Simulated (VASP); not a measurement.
# Si (Fd-3m) in VASP: relaxation of cell and atoms with PBE

Aim: the relaxation of cell and atoms of Si with PBE.

Everything below comes from runs of VASP 6.6.1. Logs are shortened: lines on timing, memory, paths and dates and some standing lists are left out, and cuts for length are marked.

## Step 1: The cell of the first run

Symmetry: Fd-3m, No. 227, cubic system. Conventional cell: a = 5.444 Å, b = 5.444 Å, c = 5.444 Å, α = 90.00°, β = 90.00°, γ = 90.00°. Si (site symmetry -43m) has 4 Si at 2.36 Å within 3.1 Å.

## Step 2: Relaxation of cell and atoms, PBE

Contents of INCAR:

```
ALGO = Normal ; EDIFF = 1E-7
EDIFFG = -0.01 ; ENCUT = 500
GGA = PE ; GGA_COMPAT = False
IBRION = 2 ; ISIF = 3
ISMEAR = 0 ; LASPH = True
LCHARG = False ; LREAL = False
LWAVE = False ; NELM = 120
NELMIN = 4 ; NSW = 100
PREC = Accurate ; SIGMA = 0.02
```

Contents of KPOINTS:

```
k-points
0
Gamma
  8 8 8
```

Contents of POSCAR:

```
Si
1.0
    0.0000000000      2.7218511865      2.7218511865
    2.7218511865      0.0000000000      2.7218511865
    2.7218511865      2.7218511865      0.0000000000
Si
2
Direct
    0.2500000000      0.2500000000      0.2500000000
    0.0000000000      0.0000000000      0.0000000000
```

Potentials or basis: VASP PAW PBE potentials, release 64 (Si).

Command:

```
cat potpaw_PBE.64/Si/POTCAR > POTCAR
mpirun -np 1 vasp_std > vasp.out
```

OUTCAR:

```text
EDIFF = 1E-7
   EDIFFG = -0.01
   ENCUT = 500
   GGA = PE
   IBRION = 2
   ISIF = 3
   ISMEAR = 0
   LASPH = True
   LREAL = False
   NELM = 120
   NELMIN = 4
   NSW = 100
   PREC = Accurate

 ion  position               nearest neighbor table
   1  0.250  0.250  0.250-   2 2.36   2 2.36   2 2.36   2 2.36
   2  0.000  0.000  0.000-   1 2.36   1 2.36   1 2.36   1 2.36

  LATTYP: Found a face centered cubic cell.
 ALAT       =     5.4437023730

  Lattice vectors:

 A1 = (   0.0000000000,   2.7218511865,   2.7218511865)
 A2 = (   2.7218511865,   0.0000000000,   2.7218511865)
 A3 = (   2.7218511865,   2.7218511865,   0.0000000000)

Analysis of symmetry for initial positions (statically):
=====================================================================
 Subroutine PRICEL returns:
 Original cell was already a primitive cell.

 Routine SETGRP: Setting up the symmetry group for a
 face centered cubic supercell.

 Subroutine GETGRP returns: Found 48 space group operations
 (whereof 24 operations were pure point group operations)
 out of a pool of 48 trial point group operations.

The static configuration has the point symmetry T_d .
 The point group associated with its full space group is O_h .

Analysis of symmetry for dynamics (positions and initial velocities):
=====================================================================
 Subroutine PRICEL returns:
 Original cell was already a primitive cell.

 Routine SETGRP: Setting up the symmetry group for a
 face centered cubic supercell.

 Subroutine GETGRP returns: Found 48 space group operations
 (whereof 24 operations were pure point group operations)
 out of a pool of 48 trial point group operations.

The dynamic configuration has the point symmetry T_d .
 The point group associated with its full space group is O_h .

 Subroutine INISYM returns: Found 48 space group operations
 (whereof 24 operations are pure point group operations),
 and found     1 'primitive' translations

----------------------------------------------------------------------------------------

                                     Primitive cell

  volume of cell :      40.3295

  direct lattice vectors                    reciprocal lattice vectors
     0.000000000  2.721851186  2.721851186    -0.183698507  0.183698507  0.183698507
     2.721851186  0.000000000  2.721851186     0.183698507 -0.183698507  0.183698507
     2.721851186  2.721851186  0.000000000     0.183698507  0.183698507 -0.183698507

  length of vectors
     3.849278863  3.849278863  3.849278863     0.318175148  0.318175148  0.318175148

  position of ions in fractional coordinates (direct lattice)
     0.250000000  0.250000000  0.250000000
     0.000000000  0.000000000  0.000000000

  ion indices of the primitive-cell ions
   primitive index   ion index
                 1           1
                 2           2

----------------------------------------------------------------------------------------

 KPOINTS: k-points

Automatic generation of k-mesh.
 Grid dimensions read from file:
 generate k-points for:    8    8    8

 Generating k-lattice:

  Cartesian coordinates                     Fractional coordinates (reciprocal lattice)
    -0.022962313  0.022962313  0.022962313     0.125000000  0.000000000  0.000000000
     0.022962313 -0.022962313  0.022962313     0.000000000  0.125000000  0.000000000
     0.022962313  0.022962313 -0.022962313     0.000000000  0.000000000  0.125000000

  Length of vectors
     0.039771893  0.039771893  0.039771893

  Shift w.r.t. Gamma in fractional coordinates (k-lattice)
     0.000000000  0.000000000  0.000000000

 Subroutine IBZKPT returns following result:
 ===========================================

 Found     29 irreducible k-points:

 Following reciprocal coordinates:
            Coordinates               Weight
  0.000000  0.000000  0.000000      1.000000
  0.125000  0.000000  0.000000      8.000000
  0.250000  0.000000  0.000000      8.000000
  0.375000  0.000000  0.000000      8.000000
  0.500000  0.000000  0.000000      4.000000
  0.125000  0.125000  0.000000      6.000000
[... 16 lines left out ...]
  0.500000  0.250000  0.125000     48.000000
 -0.375000  0.250000  0.125000     24.000000
 [... further k-points ...]
   k-points           NKPTS =     29   k-points in BZ     NKDIM =     29   number of bands    NBANDS=      8
   number of dos      NEDOS =    301   number of ions     NIONS =      2
   total plane-waves  NPLWV =  21952
   dimension x,y,z NGX =    28 NGY =   28 NGZ =   28
   dimension x,y,z NGXF=    56 NGYF=   56 NGZF=   56
   ions per type =               2
   NGX,Y,Z   is equivalent  to a cutoff of  12.09, 12.09, 12.09 a.u.
   NGXF,Y,Z  is equivalent  to a cutoff of  24.19, 24.19, 24.19 a.u.
 SYSTEM =  unknown system
   PREC   = accura    normal or accurate (medium, high low for compatibility)
   ISTART =      0    job   : 0-new  1-cont  2-samecut
   ICHARG =      2    charge: 1-file 2-atom 10-const
   ISPIN  =      1    spin polarized calculation?
   LNONCOLLINEAR =      F non collinear calculations
   LSORBIT =      F    spin-orbit coupling
   LASPH  =      T    aspherical Exc in radial PAW
   ENCUT  =  500.0 eV  36.75 Ry    6.06 a.u.   7.02  7.02  7.02*2*pi/ulx,y,z
   NELM   =    120;   NELMIN=  4; NELMDL= -5     # of ELM steps
   EDIFF  = 0.1E-06   stopping-criterion for ELM
   LREAL  =      F    real-space projection
   EDIFFG = -.1E-01   stopping-criterion for IOM
   NSW    =    100    number of steps for IOM
   IBRION =      2    ionic relax: 0-MD 1-quasi-New 2-CG
   NFREE  =      1    steps in history (QN), initial steepest desc. (CG)
   ISIF   =      3    stress and relaxation
   ISYM   =      2    0-nonsym 1-usesym 2-fastsym
   POTIM  = 0.5000    time-step for ionic-motion
   TEBEG  =    0.0;   TEEND  =   0.0 temperature during run
   PSTRESS=    0.0 pullay stress
   NELECT =       8.0000    total number of electrons
   NUPDOWN=      -1.0000    fix difference up-down
   EMIN   =  10.00;   EMAX   =-10.00  energy-range for DOS
   EFERMI =   0.00;   METHOD = LEGACY
   ISMEAR =     0;   SIGMA  =   0.02  broadening in eV -4-tet -1-fermi 0-gaus
   EFERMI_NEDOS =   21; number of points for ismear=-14 and -15
   IALGO  =     38    algorithm
   IMIX   =      4    mixing-type and parameters
     AMIX     =   0.40;   BMIX     =  1.00
     AMIX_MAG =   1.60;   BMIX_MAG =  1.00
  volume/ion in A,a.u.               =      20.16       136.08
  Fermi-wavevector in a.u.,A,eV,Ry     =   0.954766  1.804247 12.402783  0.911579
  Thomas-Fermi vector in A             =   2.083543
   LORBIT       =      0    0 simple, 1 ext, 2 COOP (PROOUT), +10 PAW based schemes
   GGA     = PE    functional components
   LHFCALC =     F    Hartree Fock is set to
   AEXX    =    0.0000 exact exchange contribution
   IVDW    =     0    specifies the selected vdW correction
   LEPSILON=     F    determine dielectric tensor
   LRPA    =     F    only Hartree local field effects (RPA)
 conjugate gradient relaxation of ions
 non-spin polarized calculation
 Gauss-broadening in eV      SIGMA  =   0.02
  energy-cutoff  :      500.00
  volume of cell :       40.33
 maximum number of plane-waves:      1036
   NGX = 13   NGY = 13   NGZ = 13

--------------------------------------- Ionic step        1  -------------------------------------------

 number of electron       8.0000001 magnetization

 Free energy of the ion-electron system (eV)
  ---------------------------------------------------
  ext. energy  EPLUGINS =         0.00000000
  ---------------------------------------------------
  free energy    TOTEN  =       -10.84387285 eV

  energy without entropy =      -10.84387285  energy(sigma->0) =      -10.84387285

------------------------ aborting loop because EDIFF is reached ----------------------------------------

  FORCE on cell =-STRESS in cart. coord.  units (eV):
  Direction    XX          YY          ZZ          XY          YZ          ZX
  --------------------------------------------------------------------------------------
  -------------------------------------------------------------------------------------
  Total        0.3170795      0.3170795      0.3170795     -0.0000000     -0.0000000      0.0000000
  in kB       12.5966681     12.5966681     12.5966681     -0.0000000     -0.0000000      0.0000000
  external PRESSURE =      12.5966681 kB  Pullay stress =       0.0000000 kB
[... 57 lines left out ...]
  energy  without entropy=      -10.8450703118  energy(sigma->0) =      -10.84507031

--------------------------------------- Ionic step        3  -------------------------------------------

 number of electron       8.0000000 magnetization

 Free energy of the ion-electron system (eV)
  ---------------------------------------------------
  ext. energy  EPLUGINS =         0.00000000
  ---------------------------------------------------
  free energy    TOTEN  =       -10.84602167 eV

  energy without entropy =      -10.84602167  energy(sigma->0) =      -10.84602167

 E-fermi :   5.7262     XC(G=0):  -9.3267

 val. band max:        5.6185748193   @ k =   0.0000   0.0000   0.0000
 cond. band min:       6.2684527258   @ k =   0.3750   0.3750   0.0000
 fundamental gap:      0.6498779066
 Fermi energy:         5.7261993934

 k-point     1 :       0.0000    0.0000    0.0000
  band No.  band energies     occupation
      1      -6.1970      2.00000
      2       5.6186      2.00000
      3       5.6186      2.00000
      4       5.6186      2.00000
      5       8.1749      0.00000
      6       8.1749      0.00000
      7       8.1749      0.00000
      8       8.7538      0.00000
[... 243 lines left out ...]
 k-point    24 :      -0.3750    0.2500    0.1250
  band No.  band energies     occupation
      1      -3.3881      2.00000
      2      -1.0892      2.00000
      3       2.2306      2.00000
      4       3.5076      2.00000
      5       8.6425      0.00000
      6       8.7646      0.00000
      7      11.4657      0.00000
      8      12.6850      0.00000

 [... further k-points ...]
[... 5 lines left out ...]
  --------------------------------------------------------------------------------------
  -------------------------------------------------------------------------------------
  Total        0.0013213      0.0013213      0.0013213      0.0000000      0.0000000     -0.0000000
  in kB        0.0517779      0.0517779      0.0517779      0.0000000      0.0000000     -0.0000000
  external PRESSURE =       0.0517779 kB  Pullay stress =       0.0000000 kB
[... 17 lines left out ...]
  FREE ENERGIE OF THE ION-ELECTRON SYSTEM (eV)
  ---------------------------------------------------
  free  energy   TOTEN  =       -10.8460216703 eV

  energy  without entropy=      -10.8460216703  energy(sigma->0) =      -10.84602167

 reached required accuracy - stopping structural energy minimisation
```

Wall time 38 s (1 thread of Intel Xeon 8259CL, shared host); peak memory 0.14 GiB.

What came out:

| Quantity | Value |
| --- | --- |
| Free energy | -10.8460 eV |
| Relaxed volume | 20.44 Å³/atom |
| Relaxed cell | a = 3.867 Å, b = 3.867 Å, c = 3.867 Å, α = 60.00°, β = 60.00°, γ = 60.00° |
| Space group after relaxing (to 0.1 Å) | Fd-3m (No. 227) |
| Energy gained by relaxing | 1.1 meV/atom |
| Ionic steps | 3 |
| Pressure after relaxing | 0.0 GPa |
| Band gap on the k mesh | 0.65 eV (least direct gap 2.56 eV) |

Step by step:
| step | energy change (eV) | largest force (eV/Å) | pressure (GPa) | volume (Å³) |
| --- | --- | --- | --- | --- |
| 1 | 0.0000 | 0.0000 | 1.26 | 40.33 |
| 2 | -0.0012 | 0.0000 | -0.80 | 41.26 |
| 3 | -0.0021 | 0.0000 | 0.01 | 40.88 |

Final structure:
```cif
data_structure
_symmetry_space_group_name_H-M 'P 1'
_symmetry_Int_Tables_number 1
_cell_length_a 3.8668
_cell_length_b 3.8668
_cell_length_c 3.8668
_cell_angle_alpha 60.000
_cell_angle_beta 60.000
_cell_angle_gamma 60.000
_cell_volume 40.88
loop_
_atom_site_label
_atom_site_type_symbol
_atom_site_fract_x
_atom_site_fract_y
_atom_site_fract_z
_atom_site_occupancy
Si1 Si 0.25000 0.25000 0.25000 1
Si2 Si 0.00000 0.00000 0.00000 1
```

A k mesh can miss the band edges.
